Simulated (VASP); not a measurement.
# RbHg (P6/mmm) in VASP: further runs

RbHg is run at these levels: PBE; tasks: single point, relaxation of cell and atoms.

Everything below comes from runs of VASP 6.6.1. Logs are shortened: lines on timing, memory, paths and dates and some standing lists are left out, and cuts for length are marked.

### 1 The cell of the first run

The structure is hexagonal, space group P6/mmm (No. 191). Conventional cell: a = 3.461 Å, b = 3.461 Å, c = 6.508 Å, α = 90.00°, β = 90.00°, γ = 120.00°. Within 4.3 Å of Rb (site symmetry 6/mmm) lie 2 Hg at 3.25 Å and 6 Rb at 3.46 Å. Hg (site symmetry 6/mmm) has 2 Rb at 3.25 Å and 6 Hg at 3.46 Å within 4.3 Å.

### 2 Single point, PBE

File INCAR:

```
PREC = Accurate ; ENCUT = 520
EDIFF = 1E-7 ; ISMEAR = 0
SIGMA = 0.1 ; LREAL = F
LASPH = T ; NELM = 100
ALGO = Normal ; ISIF = 2
LWAVE = F ; LCHARG = F
GGA = PE ; NBANDS = 18
```

File KPOINTS:

```
regular mesh
0
Gamma
  6 6 4
```

File POSCAR:

```
RbHg
1.0
    3.4612332600      0.0000000000      0.0000000000
   -1.7306166300      2.9975159400      0.0000000000
    0.0000000000      0.0000000000      6.5081268500
Rb Hg
1 1
Direct
    0.0000000000      0.0000000000      0.5000000000
    0.0000000000      0.0000000000      0.0000000000
```

Potentials or basis: VASP PAW PBE potentials, release 64 (Rb_sv, Hg).

Run with:

```console
> cat potpaw_PBE.64/Rb_sv/POTCAR potpaw_PBE.64/Hg/POTCAR > POTCAR
> mpirun -np 1 vasp_std > vasp.out
```

OUTCAR:

```text
PREC = Accurate
   ENCUT = 520
   EDIFF = 1E-7
   ISMEAR = 0
   LREAL = F
   LASPH = T
   NELM = 100
   ISIF = 2
   GGA = PE

 ion  position               nearest neighbor table
   1  0.000  0.000  0.500-   2 3.25   2 3.25   2 4.75   2 4.75   2 4.75   2 4.75   2 4.75   2 4.75
                             2 4.75   2 4.75   2 4.75   2 4.75   2 4.75   2 4.75
   2  0.000  0.000  0.000-   1 3.25   1 3.25   1 4.75   1 4.75   1 4.75   1 4.75   1 4.75   1 4.75
                             1 4.75   1 4.75   1 4.75   1 4.75   1 4.75   1 4.75

  LATTYP: Found a hexagonal cell.
 ALAT       =     3.4612332600
 C/A-ratio  =     1.8802913185

  Lattice vectors:

 A1 = (   3.4612332600,   0.0000000000,   0.0000000000)
 A2 = (  -1.7306166300,   2.9975159400,   0.0000000000)
 A3 = (   0.0000000000,   0.0000000000,   6.5081268500)

Analysis of symmetry for initial positions (statically):
=====================================================================
 Subroutine PRICEL returns:
 Original cell was already a primitive cell.

 Routine SETGRP: Setting up the symmetry group for a
 hexagonal supercell.

 Subroutine GETGRP returns: Found 24 space group operations
 (whereof 24 operations were pure point group operations)
 out of a pool of 24 trial point group operations.

The static configuration has the point symmetry D_6h.

Analysis of symmetry for dynamics (positions and initial velocities):
=====================================================================
 Subroutine PRICEL returns:
 Original cell was already a primitive cell.

 Routine SETGRP: Setting up the symmetry group for a
 hexagonal supercell.

 Subroutine GETGRP returns: Found 24 space group operations
 (whereof 24 operations were pure point group operations)
 out of a pool of 24 trial point group operations.

The dynamic configuration has the point symmetry D_6h.

 Subroutine INISYM returns: Found 24 space group operations
 (whereof 24 operations are pure point group operations),
 and found     1 'primitive' translations

----------------------------------------------------------------------------------------

                                     Primitive cell

  volume of cell :      67.5225

[... 78 lines left out ...]
   ISPIN  =      1    spin polarized calculation?
   LNONCOLLINEAR =      F non collinear calculations
   LSORBIT =      F    spin-orbit coupling
   LASPH  =      T    aspherical Exc in radial PAW
   ENCUT  =  520.0 eV  38.22 Ry    6.18 a.u.   6.44  6.44 12.10*2*pi/ulx,y,z
   NELM   =    100;   NELMIN=  2; NELMDL= -5     # of ELM steps
   EDIFF  = 0.1E-06   stopping-criterion for ELM
   LREAL  =      F    real-space projection
   EDIFFG = 0.1E-05   stopping-criterion for IOM
   NSW    =      0    number of steps for IOM
   IBRION =     -1    ionic relax: 0-MD 1-quasi-New 2-CG
   NFREE  =      0    steps in history (QN), initial steepest desc. (CG)
   ISIF   =      2    stress and relaxation
   ISYM   =      2    0-nonsym 1-usesym 2-fastsym
   POTIM  = 0.5000    time-step for ionic-motion
   TEBEG  =    0.0;   TEEND  =   0.0 temperature during run
   PSTRESS=    0.0 pullay stress
   NELECT =      21.0000    total number of electrons
   NUPDOWN=      -1.0000    fix difference up-down
   EMIN   =  10.00;   EMAX   =-10.00  energy-range for DOS
   EFERMI =   0.00;   METHOD = LEGACY
   ISMEAR =     0;   SIGMA  =   0.10  broadening in eV -4-tet -1-fermi 0-gaus
   EFERMI_NEDOS =   21; number of points for ismear=-14 and -15
   IALGO  =     38    algorithm
   IMIX   =      4    mixing-type and parameters
     AMIX     =   0.40;   BMIX     =  1.00
     AMIX_MAG =   1.60;   BMIX_MAG =  1.00
  volume/ion in A,a.u.               =      33.76       227.83
  Fermi-wavevector in a.u.,A,eV,Ry     =   1.109171  2.096029 16.738705  1.230260
  Thomas-Fermi vector in A             =   2.245707
   LORBIT       =      0    0 simple, 1 ext, 2 COOP (PROOUT), +10 PAW based schemes
   GGA     = PE    functional components
   LHFCALC =     F    Hartree Fock is set to
   AEXX    =    0.0000 exact exchange contribution
   IVDW    =     0    specifies the selected vdW correction
   LEPSILON=     F    determine dielectric tensor
   LRPA    =     F    only Hartree local field effects (RPA)
 non-spin polarized calculation
 Gauss-broadening in eV      SIGMA  =   0.10
  energy-cutoff  :      520.00
  volume of cell :       67.52
 maximum number of plane-waves:      1836
 NGX is ok and might be reduce to    28
   NGX = 13   NGY = 13   NGZ = 25

 number of electron      20.9999998 magnetization

 Free energy of the ion-electron system (eV)
  ---------------------------------------------------
  ext. energy  EPLUGINS =         0.00000000
  ---------------------------------------------------
  free energy    TOTEN  =        -0.33212780 eV

  energy without entropy =       -0.31412773  energy(sigma->0) =       -0.32312776

 E-fermi :   2.7853     XC(G=0):  -8.7431

 val. band max:        2.7794080481   @ k =   0.3333   0.1667   0.5000
 cond. band min:       2.7954332994   @ k =   0.1667  -0.0000   0.0000
 fundamental gap:      0.0160252512
 Fermi energy:         2.7853341241

 k-point     1 :       0.0000    0.0000    0.0000
  band No.  band energies     occupation
      1     -27.0518      2.00000
      2     -11.1086      2.00000
      3     -10.3188      2.00000
      4     -10.3188      2.00000
      5      -4.9312      2.00000
      6      -4.3919      2.00000
[... 418 lines left out ...]
      5      -4.4756      2.00000
      6      -4.4756      2.00000
[... 10 lines left out ...]
     17       7.4437      0.00000
     18      10.8551      0.00000

------------------------ aborting loop because EDIFF is reached ----------------------------------------

  FORCE on cell =-STRESS in cart. coord.  units (eV):
  Direction    XX          YY          ZZ          XY          YZ          ZX
  --------------------------------------------------------------------------------------
  -------------------------------------------------------------------------------------
  Total        2.4262735      2.4262735      2.2376320      0.0000000     -0.0000000      0.0000000
  in kB       57.5707600     57.5707603     53.0946626      0.0000000     -0.0000000      0.0000000
  external PRESSURE =      56.0787276 kB  Pullay stress =       0.0000000 kB

 VOLUME and BASIS-vectors are now :
 -----------------------------------------------------------------------------
  energy-cutoff  :      520.00
  volume of cell :       67.52
      direct lattice vectors                 reciprocal lattice vectors
     3.461233260  0.000000000  0.000000000     0.288914362  0.166804784  0.000000000
    -1.730616630  2.997515940  0.000000000     0.000000000  0.333609569  0.000000000
     0.000000000  0.000000000  6.508126850     0.000000000  0.000000000  0.153654043

 POSITION                                       TOTAL-FORCE (eV/Angst)
 -----------------------------------------------------------------------------------
      0.00000      0.00000      3.25406         0.000000      0.000000      0.000000
      0.00000      0.00000      0.00000        -0.000000      0.000000      0.000000
 -----------------------------------------------------------------------------------
    total drift:                               -0.000000     -0.000000      0.000000

  FREE ENERGIE OF THE ION-ELECTRON SYSTEM (eV)
  ---------------------------------------------------
  free  energy   TOTEN  =        -0.3321277975 eV

  energy  without entropy=       -0.3141277260  energy(sigma->0) =       -0.32312776
```

stdout:

```text
POSCAR found type information on POSCAR RbHg
 POSCAR found :  2 types and       2 ions
 scaLAPACK will be used
 LDA part: xc-table for (Slater+PW92), standard interpolation
 POSCAR, INCAR and KPOINTS ok, starting setup
 FFT: planning ... GRIDC
 FFT: planning ... GRID_SOFT
 FFT: planning ... GRID
 WAVECAR not read
 entering main loop
```

Run time: 15 s. Hardware: 1 thread of Intel Xeon 6975P-C (Granite Rapids), shared host; peak memory 0.19 GiB.

What came out:

| Quantity | Value |
| --- | --- |
| Free energy | -0.3321 eV |
| Pressure | 5.6 GPa |

Stress tensor (GPa, compression positive):
```
5.76 0.00 0.00
0.00 5.76 0.00
0.00 0.00 5.31
```

Caveat: spin-orbit coupling is left out, which moves the levels of the heavy elements.

### 3 Single point, PBE

This run uses another cell than the first one, of 65.79 Å³/atom, 1.949 times its volume.

File INCAR:

```
SYSTEM = RbHg
PREC     = Accurate       ! precision mode
ENCUT    = 520            ! plane-wave cutoff, eV
EDIFF    = 1E-6           ! SCF threshold, eV
ISMEAR   = 0              ! smearing method
SIGMA    = 0.1            ! smearing width, eV
LREAL    = .False.        ! projectors in reciprocal space
LASPH    = .True.         ! aspherical terms in the spheres
NELM     = 100            ! most SCF steps
ALGO     = Fast           ! electronic algorithm
ISIF     = 2              ! what is computed and relaxed
LWAVE    = .False.        ! write WAVECAR
LCHARG   = .False.        ! write CHGCAR
GGA      = PE             ! functional
NBANDS   = 18             ! bands
```

File KPOINTS:

```
Automatic mesh
0
Gamma
  6 6 4
  0 0 0
```

File POSCAR:

```
RbHg
1.0
    4.4855326596      0.0000000000      0.0000000000
   -2.2427663298      3.8845852327      0.0000000000
    0.0000000000      0.0000000000      7.5512536853
Rb Hg
1 1
Direct
    0.0000000000      0.0000000000      0.5000000000
    0.0000000000      0.0000000000      0.0000000000
```

Potentials or basis: VASP PAW PBE potentials, release 64 (Rb_sv, Hg).

Run with:

```console
> cat potpaw_PBE.64/Rb_sv/POTCAR potpaw_PBE.64/Hg/POTCAR > POTCAR
> mpirun -np 1 vasp_std > vasp.out
```

OUTCAR:

```text
SYSTEM = RbHg
   PREC = Accurate
   ENCUT = 520
   EDIFF = 1E-6
   ISMEAR = 0
   LREAL = .False.
   LASPH = .True.
   NELM = 100
   ISIF = 2
   GGA = PE

 ion  position               nearest neighbor table
   1  0.000  0.000  0.500-   2 3.78   2 3.78
   2  0.000  0.000  0.000-   1 3.78   1 3.78

  LATTYP: Found a hexagonal cell.
 ALAT       =     4.4855326596
 C/A-ratio  =     1.6834686666

  Lattice vectors:

 A1 = (   4.4855326596,   0.0000000000,   0.0000000000)
[... 624 lines left out ...]

  FORCE on cell =-STRESS in cart. coord.  units (eV):
  Direction    XX          YY          ZZ          XY          YZ          ZX
  --------------------------------------------------------------------------------------
  -------------------------------------------------------------------------------------
  Total        0.0568517      0.0568517     -0.0034015      0.0000000     -0.0000000      0.0000000
  in kB        0.6922717      0.6922717     -0.0414194      0.0000000     -0.0000000      0.0000000
  external PRESSURE =       0.4477080 kB  Pullay stress =       0.0000000 kB

 VOLUME and BASIS-vectors are now :
 -----------------------------------------------------------------------------
  energy-cutoff  :      520.00
  volume of cell :      131.58
      direct lattice vectors                 reciprocal lattice vectors
     4.485532660  0.000000000  0.000000000     0.222938963  0.128713870  0.000000000
    -2.242766330  3.884585233  0.000000000     0.000000000  0.257427741  0.000000000
     0.000000000  0.000000000  7.551253685     0.000000000  0.000000000  0.132428341

 POSITION                                       TOTAL-FORCE (eV/Angst)
 -----------------------------------------------------------------------------------
      0.00000      0.00000      3.77563         0.000000      0.000000      0.000000
      0.00000      0.00000      0.00000         0.000000      0.000000      0.000000
 -----------------------------------------------------------------------------------
    total drift:                                0.000000     -0.000000     -0.000000

  FREE ENERGIE OF THE ION-ELECTRON SYSTEM (eV)
  ---------------------------------------------------
  free  energy   TOTEN  =        -0.9829120346 eV

  energy  without entropy=       -0.9771511990  energy(sigma->0) =       -0.98003162
```

stdout:

```text
POSCAR found type information on POSCAR RbHg
 POSCAR found :  2 types and       2 ions
 scaLAPACK will be used
 LDA part: xc-table for (Slater+PW92), standard interpolation
 POSCAR, INCAR and KPOINTS ok, starting setup
 FFT: planning ... GRIDC
 FFT: planning ... GRID_SOFT
 FFT: planning ... GRID
 WAVECAR not read
 entering main loop
```

Run time: 30 s. Hardware: 1 thread of Intel Xeon 6975P-C (Granite Rapids), shared host; peak memory 0.26 GiB.

What came out:

```
Free energy : -0.9829 eV
Pressure    : 0.0 GPa
```

Caveat: spin-orbit coupling is left out, which moves the levels of the heavy elements.

### 4 Relaxation of cell and atoms, PBE

File INCAR:

```
SYSTEM = RbHg
PREC = Accurate ; ENCUT = 600
EDIFF = 1E-6 ; ISMEAR = 0
SIGMA = 0.1 ; LREAL = .False.
LASPH = .True. ; NELM = 60
ALGO = Normal ; ISIF = 3
LWAVE = .False. ; LCHARG = .False.
GGA = PE ; IBRION = 2
NSW = 90 ; EDIFFG = -0.04
```

KPOINTS is that of step 3.

File POSCAR:

```
RbHg
1.0
    3.4612332600      0.0000000000      0.0000000000
   -1.7306166300      2.9975159400      0.0000000000
    0.0000000000      0.0000000000      6.5081268500
Rb Hg
1 1
Direct
    0.0000000000      0.0000000000      0.5000000000
    0.0000000000      0.0000000000      0.0000000000
```

Run with:

```console
> cat potpaw_PBE.64/Rb_sv/POTCAR potpaw_PBE.64/Hg/POTCAR > POTCAR
> mpirun -np 1 vasp_std > vasp.out
```

Wall time 1.7 min (1 thread of Intel Xeon 6975P-C (Granite Rapids), shared host); peak memory 0.21 GiB.

The run converged. Its results:

| Item | Value |
| --- | --- |
| Free energy | -0.9716 eV |
| Relaxed volume | 68.09 Å³/atom |
| Relaxed cell | a = 4.546 Å, b = 4.546 Å, c = 7.609 Å, α = 90.00°, β = 90.00°, γ = 120.00° |
| Space group after relaxing (to 0.05 Å) | P6/mmm (No. 191) |
| Energy gained by relaxing | 319.7 meV/atom |
| Ionic steps | 10 |
| Pressure after relaxing | -0.1 GPa |

The path:
| step | energy change (eV) | largest force (eV/Å) | pressure (GPa) | volume (Å³) |
| --- | --- | --- | --- | --- |
| 1 | 0.0000 | 0.0000 | 5.64 | 67.52 |
| 2 | -0.3197 | 0.0000 | 2.88 | 79.81 |
| 3 | -0.5468 | 0.0000 | 0.81 | 101.62 |
| 4 | -0.5967 | 0.0000 | -0.19 | 156.47 |
| 5 | -0.6083 | 0.0000 | -0.07 | 141.35 |
| 6 | -0.6096 | 0.0000 | -0.02 | 135.86 |
| 7 | -0.6262 | 0.0000 | -0.07 | 136.69 |
| 8 | -0.6386 | 0.0000 | -0.09 | 137.78 |
| 9 | -0.6387 | 0.0000 | -0.09 | 137.86 |
| 10 | -0.6395 | 0.0000 | -0.06 | 136.18 |

Final structure:
```
Rb Hg
1.0
     4.54614    0.00000    0.00000
    -2.27307    3.93707    0.00000
     0.00000    0.00000    7.60867
Rb Hg
1 1
Direct
  0.00000 0.00000 0.50000
  0.00000 0.00000 0.00000
```

Levels at points of the mesh, in eV from the Fermi level:
| k point | band 8 | band 9 | band 10 | band 11 | band 12 | band 13 | band 14 |
| --- | --- | --- | --- | --- | --- | --- | --- |
| (0.00, 0.00, 0.00) | -7.06 | -7.06 | -5.03 | -0.75 | 0.17 | 3.94 | 3.94 |
| (0.50, 0.00, 0.00) | -7.07 | -6.97 | -3.91 | -0.05 | 1.19 | 1.91 | 2.04 |
| (0.00, 0.00, 0.50) | -7.06 | -7.06 | -4.89 | -1.64 | 1.36 | 3.25 | 3.95 |
| (0.50, 0.00, 0.50) | -7.06 | -6.97 | -3.79 | -0.09 | 0.42 | 1.64 | 2.09 |

Caveat: the volume moved by over 15 % at a fixed basis, so the end points are rough; spin-orbit coupling is left out, which moves the levels of the heavy elements.

### 5 Single point, PBE

This run uses another cell than the first one, of 70.99 Å³/atom, 2.103 times its volume.

File INCAR:

```
PREC = Accurate
ENCUT = 520
EDIFF = 1E-6
ISMEAR = 0
SIGMA = 0.1
LREAL = False
LASPH = True
NELM = 100
ALGO = Fast
ISIF = 2
LWAVE = False
LCHARG = True
GGA = PE
LELF = True
LVHAR = True
NBANDS = 18
```

File KPOINTS:

```
regular mesh
0
Gamma
  12 12 8
```

File POSCAR:

```
RbHg
1.0
    4.6309360788      0.0000000000      0.0000000000
   -2.3154680394      4.0105082876      0.0000000000
    0.0000000000      0.0000000000      7.6445696488
Rb Hg
1 1
Direct
    0.0000000000      0.0000000000      0.5000000000
    0.0000000000      0.0000000000      0.0000000000
```

Run with:

```console
> cat potpaw_PBE.64/Rb_sv/POTCAR potpaw_PBE.64/Hg/POTCAR > POTCAR
> mpirun -np 1 vasp_std > vasp.out
```

It took 1.8 min on 1 thread of Intel Xeon 6975P-C (Granite Rapids), shared host; peak memory 0.42 GiB.

Results (log left out):

* Free energy: -0.9705 eV
* Pressure: 0.0 GPa

Levels at points of the mesh, in eV from the Fermi level:
```tsv
k point	band 8	band 9	band 10	band 11	band 12	band 13	band 14	band 15
(0.00, 0.00, 0.00)	-7.14	-7.14	-5.03	-0.75	0.16	3.88	3.88	4.61
(0.50, 0.00, 0.00)	-7.15	-7.06	-4.01	-0.07	1.17	1.81	2.03	2.56
(0.00, 0.00, 0.50)	-7.14	-7.14	-4.89	-1.61	1.36	3.16	3.88	3.88
(0.50, 0.00, 0.50)	-7.14	-7.06	-3.90	-0.09	0.37	1.54	2.05	3.06
```

Caveat: spin-orbit coupling is left out, which moves the levels of the heavy elements.

(Part 1 of 2 ends here.)
